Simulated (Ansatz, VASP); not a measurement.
**One calculation of NiO, two programs**

```
Ni O
1.0
     0.00000    2.14983    2.14983
     2.14983    0.00000    2.14983
     2.14983    2.14983    0.00000
Ni O
1 1
Direct
  0.00000 0.00000 0.00000
  0.50000 0.50000 0.50000
```

Change from the starting cell: volume scaled by 1.06.

Alike in both runs: task single point; functional PBE; k mesh 16 × 16 × 16; occupations fermi-dirac, width 0.03 eV; collinear spin.

|  | VASP | Ansatz |
| --- | --- | --- |
| version | VASP 6.6.1 | Ansatz 0.2.0 |
| potentials or method | VASP PAW PBE potentials, release 64 (Ni, O), cutoff 520 eV | all-electron LAPW, scalar-relativistic |

```tsv
	VASP	Ansatz	Ansatz less VASP
pressure (GPa)	-9.1	-8.6	+0.52
net moment per atom (μB)	0.95	0.97	+0.021
size of the moment on the site where the two differ most (μB)	1.54	1.59	+0.053
```

Site moments also hang on the region over which each program counts them. Ansatz ran all-electron here, and VASP with PAW potentials.
